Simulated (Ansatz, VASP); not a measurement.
One calculation of Cs, two programs

```
CELL_PARAMETERS angstrom
-2.75008 2.75008 4.09724
2.75008 -2.75008 4.09724
2.75008 2.75008 -4.09724
ATOMIC_POSITIONS crystal
Cs 0.00000 0.00000 0.00000
```

Alike in both runs: task single point; functional PBEsol; k mesh 14 × 14 × 14; occupations gaussian, width 0.15 eV; no spin polarisation.

|  | VASP | Ansatz |
| --- | --- | --- |
| version | VASP 6.6.1 | Ansatz 0.2.0 |
| potentials or method | VASP PAW PBE potentials, release 64 (Cs_sv), cutoff 520 eV | scalar-relativistic, plane waves, PAW |
| valence electrons in the cell | 9 | 9 |

|  | VASP | Ansatz | Ansatz less VASP |
| --- | --- | --- | --- |
| gap on the k mesh at the Fermi level (eV) | none | none | - |
| pressure (GPa) | -0.2 | -0.2 | +0.01 |

VASP's potentials were made for PBE, not for PBEsol. A gap of «none» marks a metal or a gap that the smearing closes. The functional is the same, so the differences come from potentials, cutoffs and numerics.

Neither program's run includes spin-orbit coupling.
